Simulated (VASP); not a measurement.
# LiBr (Fm-3m) in VASP: notebook

LiBr is run at these levels: PBEsol; tasks: vibrations by perturbation theory.

Everything below comes from runs of VASP 6.6.1. Logs are shortened: lines on timing, memory, paths and dates and some standing lists are left out, and cuts for length are marked.

### Step 1. The cell of the first run

The structure is cubic, space group Fm-3m (No. 225). The conventional cell has a = 5.412 Å, b = 5.412 Å, c = 5.412 Å, α = 90.00°, β = 90.00°, γ = 90.00°. Li (site symmetry m-3m) has 6 Br at 2.71 Å within 3.6 Å. Within 3.6 Å of Br (site symmetry m-3m) lie 6 Li at 2.71 Å.

### Step 2. Vibrations by perturbation theory, PBEsol

File INCAR:

```
SYSTEM = LiBr
PREC = Accurate
ENCUT = 750
EDIFF = 1E-8
ISMEAR = 0
SIGMA = 0.01
LREAL = .FALSE.
LASPH = .TRUE.
NELM = 120
ALGO = Normal
ISIF = 2
LWAVE = .FALSE.
LCHARG = .FALSE.
GGA = PS
IBRION = 8
NSW = 1
GGA_COMPAT = .FALSE.
```

File KPOINTS:

```
Automatic mesh
0
G
  6 6 6
  0 0 0
```

File POSCAR:

```
LiBr
1.0
    0.0000000000      2.7061299758      2.7061299758
    2.7061299758      0.0000000000      2.7061299758
    2.7061299758      2.7061299758      0.0000000000
Li Br
1 1
Direct
    0.0000000000      0.0000000000      0.0000000000
    0.5000000000      0.5000000000      0.5000000000
```

Potentials or basis: VASP PAW PBE potentials, release 64 (Li_sv, Br).

The run is started by

```console
$ cat potpaw_PBE.64/Li_sv/POTCAR potpaw_PBE.64/Br/POTCAR > POTCAR
$ mpirun -np 1 vasp_std > vasp.out
```

OUTCAR:

```text
SYSTEM = LiBr
   PREC = Accurate
   ENCUT = 750
   EDIFF = 1E-8
   ISMEAR = 0
   LREAL = .FALSE.
   LASPH = .TRUE.
   NELM = 120
   ISIF = 2
   GGA = PS
   IBRION = 8
   NSW = 1

 ion  position               nearest neighbor table
   1  0.000  0.000  0.000-
   2  0.500  0.500  0.500-

  LATTYP: Found a face centered cubic cell.
 ALAT       =     5.4122599516

  Lattice vectors:

 A1 = (   0.0000000000,   2.7061299758,   2.7061299758)
 A2 = (   2.7061299758,   0.0000000000,   2.7061299758)
 A3 = (   2.7061299758,   2.7061299758,   0.0000000000)

Analysis of symmetry for initial positions (statically):
=====================================================================
 Subroutine PRICEL returns:
 Original cell was already a primitive cell.

 Routine SETGRP: Setting up the symmetry group for a
 face centered cubic supercell.

 Subroutine GETGRP returns: Found 48 space group operations
 (whereof 48 operations were pure point group operations)
 out of a pool of 48 trial point group operations.

The static configuration has the point symmetry O_h .

Analysis of symmetry for dynamics (positions and initial velocities):
=====================================================================
 Subroutine PRICEL returns:
 Original cell was already a primitive cell.

 Routine SETGRP: Setting up the symmetry group for a
 face centered cubic supercell.

 Subroutine GETGRP returns: Found 48 space group operations
 (whereof 48 operations were pure point group operations)
 out of a pool of 48 trial point group operations.

The dynamic configuration has the point symmetry O_h .

 Subroutine INISYM returns: Found 48 space group operations
 (whereof 48 operations are pure point group operations),
 and found     1 'primitive' translations

----------------------------------------------------------------------------------------

                                     Primitive cell

  volume of cell :      39.6347

  direct lattice vectors                    reciprocal lattice vectors
     0.000000000  2.706129976  2.706129976    -0.184765700  0.184765700  0.184765700
     2.706129976  0.000000000  2.706129976     0.184765700 -0.184765700  0.184765700
     2.706129976  2.706129976  0.000000000     0.184765700  0.184765700 -0.184765700

  length of vectors
     3.827045713  3.827045713  3.827045713     0.320023580  0.320023580  0.320023580

  position of ions in fractional coordinates (direct lattice)
     0.000000000  0.000000000  0.000000000
     0.500000000  0.500000000  0.500000000

  ion indices of the primitive-cell ions
   primitive index   ion index
                 1           1
                 2           2

----------------------------------------------------------------------------------------

 KPOINTS: Automatic mesh

Automatic generation of k-mesh.
 Grid dimensions read from file:
 generate k-points for:    6    6    6

 Generating k-lattice:

  Cartesian coordinates                     Fractional coordinates (reciprocal lattice)
    -0.030794283  0.030794283  0.030794283     0.166666667  0.000000000  0.000000000
     0.030794283 -0.030794283  0.030794283     0.000000000  0.166666667  0.000000000
     0.030794283  0.030794283 -0.030794283     0.000000000  0.000000000  0.166666667

  Length of vectors
     0.053337263  0.053337263  0.053337263

  Shift w.r.t. Gamma in fractional coordinates (k-lattice)
     0.000000000  0.000000000  0.000000000

[... 68 lines left out ...]
   AEXX    =    0.0000 exact exchange contribution
   IVDW    =     0    specifies the selected vdW correction
   LEPSILON=     F    determine dielectric tensor
   LRPA    =     F    only Hartree local field effects (RPA)
 non-spin polarized calculation
 Gauss-broadening in eV      SIGMA  =   0.01
  energy-cutoff  :      750.00
  volume of cell :       39.63
 maximum number of plane-waves:      1873
 NGX is ok and might be reduce to    36
   NGX = 17   NGY = 17   NGZ = 17

--------------------------------------- Ionic step        1  -------------------------------------------

 number of electron      10.0000001 magnetization

 Free energy of the ion-electron system (eV)
  ---------------------------------------------------
  ext. energy  EPLUGINS =         0.00000000
  ---------------------------------------------------
  free energy    TOTEN  =        -6.93482100 eV

  energy without entropy =       -6.93482100  energy(sigma->0) =       -6.93482100

 E-fermi :   0.6479     XC(G=0):  -8.7904

 val. band max:        0.5863498381   @ k =   0.0000   0.0000   0.0000
 cond. band min:       5.5701628681   @ k =   0.0000   0.0000   0.0000
 fundamental gap:      4.9838130299
 Fermi energy:         0.6478914326

 k-point     1 :       0.0000    0.0000    0.0000
  band No.  band energies     occupation
      1     -43.0187      2.00000
      2     -13.0456      2.00000
      3       0.5863      2.00000
      4       0.5863      2.00000
      5       0.5863      2.00000
      6       5.5702      0.00000
      7      11.0093      0.00000
      8      11.0093      0.00000
      9      11.0093      0.00000
[... 169 lines left out ...]
 k-point    16 :      -0.3333    0.5000    0.1667
  band No.  band energies     occupation
      1     -43.0167      2.00000
      2     -12.2883      2.00000
      3      -2.2047      2.00000
      4      -1.2806      2.00000
      5      -0.6679      2.00000
      6       7.7567      0.00000
      7       8.7724      0.00000
      8      10.4678      0.00000
      9      11.2611      0.00000

------------------------ aborting loop because EDIFF is reached ----------------------------------------

  FORCE on cell =-STRESS in cart. coord.  units (eV):
  Direction    XX          YY          ZZ          XY          YZ          ZX
  --------------------------------------------------------------------------------------
  -------------------------------------------------------------------------------------
  Total       -0.0102495     -0.0102495     -0.0102495      0.0000000      0.0000000     -0.0000000
  in kB       -0.4143194     -0.4143194     -0.4143194      0.0000000      0.0000000     -0.0000000
  external PRESSURE =      -0.4143194 kB  Pullay stress =       0.0000000 kB

 VOLUME and BASIS-vectors are now :
 -----------------------------------------------------------------------------
  energy-cutoff  :      750.00
  volume of cell :       39.63
      direct lattice vectors                 reciprocal lattice vectors
     0.000000000  2.706129976  2.706129976    -0.184765700  0.184765700  0.184765700
     2.706129976  0.000000000  2.706129976     0.184765700 -0.184765700  0.184765700
     2.706129976  2.706129976  0.000000000     0.184765700  0.184765700 -0.184765700

 POSITION                                       TOTAL-FORCE (eV/Angst)
 -----------------------------------------------------------------------------------
      0.00000      0.00000      0.00000         0.000000      0.000000      0.000000
      2.70613      2.70613      2.70613        -0.000000     -0.000000     -0.000000
 -----------------------------------------------------------------------------------
    total drift:                                0.000000      0.000000      0.000000

  FREE ENERGIE OF THE ION-ELECTRON SYSTEM (eV)
  ---------------------------------------------------
  free  energy   TOTEN  =        -6.9348209968 eV

  energy  without entropy=       -6.9348209968  energy(sigma->0) =       -6.93482100

[... ionic steps 2 to 3 ...]

--------------------------------------- Ionic step        4  -------------------------------------------

------------------------ aborting loop because EDIFF is reached ----------------------------------------

[... ionic steps 5 to 6 ...]

--------------------------------------- Ionic step        7  -------------------------------------------

 Free energy of the ion-electron system (eV)
  ---------------------------------------------------
  ---------------------------------------------------
  free energy    TOTEN  =        -0.13705710 eV

  energy without entropy =       -0.13705710

------------------------ aborting loop because EDIFF is reached ----------------------------------------

 INTERNAL STRAIN TENSOR  FOR ION    2  DIRECTION 1   (eV/Angst):
 -----------------------------------------------------------------------------
     0.00199 -0.00000  0.00000
     0.00000  0.00926 -0.00000
    -0.00000 -0.00000  0.00926

 INTERNAL STRAIN TENSOR FOR ION    2 for displacements in x,y,z  (eV/Angst):
          X           Y           Z          XY          YZ          ZX
  --------------------------------------------------------------------------------
  x     0.00000     0.00000     0.00000     0.00000     0.00000     0.00000
  y     0.00000     0.00000     0.00000     0.00000     0.00000     0.00000
  z     0.00000     0.00000     0.00000     0.00000     0.00000     0.00000

 SECOND DERIVATIVES (NOT SYMMETRIZED)
 ------------------------------------
               1X          1Y          1Z          2X          2Y          2Z
  1X    -0.762214    0.000000    0.000000    0.762214    0.000000    0.000000
  1Y     0.000000   -0.762214    0.000000    0.000000    0.762214    0.000000
  1Z     0.000000    0.000000   -0.762214    0.000000    0.000000    0.762214
  2X     0.755429    0.000000    0.000000   -0.755429    0.000000    0.000000
  2Y     0.000000    0.755429    0.000000    0.000000   -0.755429    0.000000
  2Z     0.000000    0.000000    0.755429    0.000000    0.000000   -0.755429

 Eigenvectors and eigenvalues of the dynamical matrix
 ----------------------------------------------------

   1 f  =    5.374463 THz    33.768748 2PiTHz  179.272792 cm-1    22.226983 meV
             X         Y         Z           dx          dy          dz
      0.000000  0.000000  0.000000     0.000000    0.959169    0.000000
      2.706130  2.706130  2.706130     0.000000   -0.282834    0.000000
[... 21 lines left out ...]
   6 f/i=    0.006518 THz     0.040952 2PiTHz    0.217409 cm-1     0.026955 meV
             X         Y         Z           dx          dy          dz
      0.000000  0.000000  0.000000     0.000000   -0.282834    0.000000
      2.706130  2.706130  2.706130     0.000000   -0.959169    0.000000

--------------------------------------------------------------------------------------------------------

 ELASTIC MODULI CONTR FROM IONIC RELAXATION (kBar)
 Direction    XX          YY          ZZ          XY          YZ          ZX
 --------------------------------------------------------------------------------
 XX           0.0000      0.0000      0.0000      0.0000      0.0000      0.0000
 YY           0.0000      0.0000      0.0000      0.0000      0.0000      0.0000
 ZZ           0.0000      0.0000      0.0000      0.0000      0.0000      0.0000
 XY           0.0000      0.0000      0.0000      0.0000      0.0000      0.0000
 YZ           0.0000      0.0000      0.0000      0.0000      0.0000      0.0000
 ZX           0.0000      0.0000      0.0000      0.0000      0.0000      0.0000
 --------------------------------------------------------------------------------
```

Wall time 2.7 min (1 thread of Intel Xeon Platinum 8259CL at 2.50GHz (Skylake/Cascade Lake), shared host); peak memory 0.26 GiB.

What came out:

- Highest phonon frequency at Γ, LO-TO splitting left out: 179 cm⁻¹

Phonon frequencies in cm⁻¹ (negative: imaginary):
```csv
q point,frequencies
"(0.000, 0.000, 0.000)",0 0 0 179 179 179
```

Caveat: the PAW data sets were made with another functional, which shifts forces and pressure a little.

### Step 3. Vibrations by perturbation theory, PBEsol (19.22 Å³/atom)

This run uses another cell than the first one, of 19.22 Å³/atom.

File INCAR:

```
PREC = Accurate
ENCUT = 750
EDIFF = 1E-8
ISMEAR = 0
SIGMA = 0.01
LREAL = False
LASPH = True
NELM = 120
ALGO = Normal
ISIF = 2
LWAVE = False
LCHARG = False
GGA = PS
NBANDS = 12
IBRION = 8
NSW = 1
GGA_COMPAT = False
```

File KPOINTS:

```
Automatic mesh
0
Gamma
  6 6 6
```

File POSCAR:

```
LiBr
1.0
    0.0000000000      2.6787934606      2.6787934606
    2.6787934606      0.0000000000      2.6787934606
    2.6787934606      2.6787934606      0.0000000000
Li Br
1 1
Direct
    0.0000000000      0.0000000000      0.0000000000
    0.5000000000      0.5000000000      0.5000000000
```

Potentials or basis: VASP PAW PBE potentials, release 64 (Li_sv, Br).

The run is started by

```console
$ cat potpaw_PBE.64/Li_sv/POTCAR potpaw_PBE.64/Br/POTCAR > POTCAR
$ mpirun -np 1 vasp_std > vasp.out
```

OUTCAR:

```text
PREC = Accurate
   ENCUT = 750
   EDIFF = 1E-8
   ISMEAR = 0
   LREAL = False
   LASPH = True
   NELM = 120
   ISIF = 2
   GGA = PS
   IBRION = 8
   NSW = 1

 ion  position               nearest neighbor table
   1  0.000  0.000  0.000-   2 2.68   2 2.68   2 2.68   2 2.68   2 2.68   2 2.68
   2  0.500  0.500  0.500-   1 2.68   1 2.68   1 2.68   1 2.68   1 2.68   1 2.68

  LATTYP: Found a face centered cubic cell.
 ALAT       =     5.3575869212

  Lattice vectors:

 A1 = (   0.0000000000,   2.6787934606,   2.6787934606)
 A2 = (   2.6787934606,   0.0000000000,   2.6787934606)
 A3 = (   2.6787934606,   2.6787934606,   0.0000000000)

Analysis of symmetry for initial positions (statically):
=====================================================================
 Subroutine PRICEL returns:
 Original cell was already a primitive cell.

 Routine SETGRP: Setting up the symmetry group for a
 face centered cubic supercell.

 Subroutine GETGRP returns: Found 48 space group operations
 (whereof 48 operations were pure point group operations)
 out of a pool of 48 trial point group operations.

The static configuration has the point symmetry O_h .

Analysis of symmetry for dynamics (positions and initial velocities):
=====================================================================
 Subroutine PRICEL returns:
 Original cell was already a primitive cell.

 Routine SETGRP: Setting up the symmetry group for a
 face centered cubic supercell.

 Subroutine GETGRP returns: Found 48 space group operations
[... 415 lines left out ...]
 -----------------------------------------------------------------------------------
    total drift:                                0.000000      0.000000      0.000000

  FREE ENERGIE OF THE ION-ELECTRON SYSTEM (eV)
  ---------------------------------------------------
  free  energy   TOTEN  =        -6.9314028634 eV

  energy  without entropy=       -6.9314028634  energy(sigma->0) =       -6.93140286

[... ionic steps 2 to 3 ...]

--------------------------------------- Ionic step        4  -------------------------------------------

------------------------ aborting loop because EDIFF is reached ----------------------------------------

[... ionic steps 5 to 6 ...]

--------------------------------------- Ionic step        7  -------------------------------------------

 Free energy of the ion-electron system (eV)
  ---------------------------------------------------
  ---------------------------------------------------
  free energy    TOTEN  =        -0.13657510 eV

  energy without entropy =       -0.13657510

------------------------ aborting loop because EDIFF is reached ----------------------------------------

 INTERNAL STRAIN TENSOR  FOR ION    2  DIRECTION 1   (eV/Angst):
 -----------------------------------------------------------------------------
     0.00175 -0.00000 -0.00000
    -0.00000  0.00966  0.00000
    -0.00000  0.00000  0.00966

 INTERNAL STRAIN TENSOR FOR ION    2 for displacements in x,y,z  (eV/Angst):
          X           Y           Z          XY          YZ          ZX
  --------------------------------------------------------------------------------
  x     0.00000     0.00000     0.00000     0.00000     0.00000     0.00000
  y     0.00000     0.00000     0.00000     0.00000     0.00000     0.00000
  z     0.00000     0.00000     0.00000     0.00000     0.00000     0.00000

 SECOND DERIVATIVES (NOT SYMMETRIZED)
 ------------------------------------
               1X          1Y          1Z          2X          2Y          2Z
  1X    -0.923160    0.000000    0.000000    0.923160    0.000000    0.000000
  1Y     0.000000   -0.923160    0.000000    0.000000    0.923160    0.000000
  1Z     0.000000    0.000000   -0.923160    0.000000    0.000000    0.923160
  2X     0.923403    0.000000    0.000000   -0.923403    0.000000    0.000000
  2Y     0.000000    0.923403    0.000000    0.000000   -0.923403    0.000000
  2Z     0.000000    0.000000    0.923403    0.000000    0.000000   -0.923403

 Eigenvectors and eigenvalues of the dynamical matrix
 ----------------------------------------------------

   1 f  =    5.916918 THz    37.177089 2PiTHz  197.367124 cm-1    24.470394 meV
             X         Y         Z           dx          dy          dz
      0.000000  0.000000  0.000000     0.000000    0.958815    0.000000
      2.678793  2.678793  2.678793     0.000000   -0.284032    0.000000
[... 21 lines left out ...]
   6 f/i=    0.000211 THz     0.001329 2PiTHz    0.007054 cm-1     0.000875 meV
             X         Y         Z           dx          dy          dz
      0.000000  0.000000  0.000000     0.000000    0.000000   -0.284032
      2.678793  2.678793  2.678793     0.000000    0.000000   -0.958815

--------------------------------------------------------------------------------------------------------

 ELASTIC MODULI CONTR FROM IONIC RELAXATION (kBar)
 Direction    XX          YY          ZZ          XY          YZ          ZX
 --------------------------------------------------------------------------------
 XX           0.0000      0.0000      0.0000      0.0000      0.0000      0.0000
 YY           0.0000      0.0000      0.0000      0.0000      0.0000      0.0000
 ZZ           0.0000      0.0000      0.0000      0.0000      0.0000      0.0000
 XY           0.0000      0.0000      0.0000      0.0000      0.0000      0.0000
 YZ           0.0000      0.0000      0.0000      0.0000      0.0000      0.0000
 ZX           0.0000      0.0000      0.0000      0.0000      0.0000      0.0000
 --------------------------------------------------------------------------------
```

It took 2.5 min on 1 thread of Intel Xeon Platinum 8259CL at 2.50GHz (Skylake/Cascade Lake), shared host; peak memory 0.27 GiB.

What came out:

| Quantity | Value |
| --- | --- |
| Highest phonon frequency at Γ, LO-TO splitting left out | 197 cm⁻¹ |

Phonon frequencies in cm⁻¹ (negative: imaginary):
```csv
q point,frequencies
"(0.000, 0.000, 0.000)",0 0 0 197 197 197
```

Caveat: the PAW data sets were made with another functional, which shifts forces and pressure a little.

(Continued in part 2 of 2.)
